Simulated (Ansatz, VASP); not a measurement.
**One calculation of BN, two programs**

INCAR

```
SYSTEM = BN
  ALGO = Normal
  EDIFF = 1E-6
  ENCUT = 910
  GGA_COMPAT = .False.
  ISIF = 2
  ISMEAR = 0
  LASPH = .True.
  LCHARG = .True.
  LELF = .True.
  LREAL = .False.
  LVHAR = .True.
  LWAVE = .False.
  NBANDS = 16
  NELM = 120
  PREC = Accurate
  SIGMA = 0.1
```

Contents of KPOINTS:

```
k-points
0
Gamma
  9 9 4
  0 0 0
```

The input POSCAR:

```
BN
1.0
    2.5500000000      0.0000000000      0.0000000000
   -1.2750000000      2.2083647797      0.0000000000
    0.0000000000      0.0000000000      4.2100000000
B N
2 2
Direct
    0.3333333333      0.6666666667      0.0000000000
    0.6666666667      0.3333333333      0.5000000000
    0.3333333333      0.6666666667      0.3740000000
    0.6666666667      0.3333333333      0.8740000000
```

Input for Ansatz:

```yaml
crystal:
  lattice:
    - [2.55, 0.0, 0.0]
    - [-1.275, 2.2083647797, 0.0]
    - [0.0, 0.0, 4.21]
  atoms:
    - { symbol: B, position: [0.3333333333, 0.6666666667, 0.0] }
    - { symbol: B, position: [0.6666666667, 0.3333333333, 0.5] }
    - { symbol: "N", position: [0.3333333333, 0.6666666667, 0.374] }
    - { symbol: "N", position: [0.6666666667, 0.3333333333, 0.874] }
basis:
  ecutwfc: 420
kpoints:
  mp_grid: { grid: [9, 9, 4] }
hamiltonian:
  xc: lda
  pseudopotentials: { kind: paw, azcp: { folder: soft_1 } }
scf:
  occupations: { method: gaussian, width: 0.1 }
output:
  forces: true
  stress: true
  eigenvalues: true
```

Alike in both runs: task single point; functional LDA; k mesh 9 × 9 × 4; occupations gaussian, width 0.1 eV; no spin polarisation.

|  | VASP | Ansatz |
| --- | --- | --- |
| version | VASP 6.6.1 | Ansatz 0.2.0 |
| potentials or method | VASP PAW LDA potentials, release 64 (B_h, N_h), cutoff 910 eV | scalar-relativistic, plane waves, PAW |
| valence electrons in the cell | 16 | 16 |

Ansatz gave:

* gap on the k mesh at the Fermi level (eV): 4.95
* least direct gap on the mesh (eV): 8.11
* rms of the force components (eV/Å): 0.037

Q: What did VASP give for the same quantities?

A: gap on the k mesh at the Fermi level (eV): 4.94; least direct gap on the mesh (eV): 8.11; rms of the force components (eV/Å): 0.036.

Ansatz warns that its potentials were made for another functional, while VASP's fit it. LDA's correlation is that of Perdew and Zunger in VASP and of Perdew and Wang (1992) in Ansatz. Atom by atom the forces differ by 0.001 eV/Å (rms over components).

Noted on VASP's run: the cutoff is short for stress, so the pressure is rough.
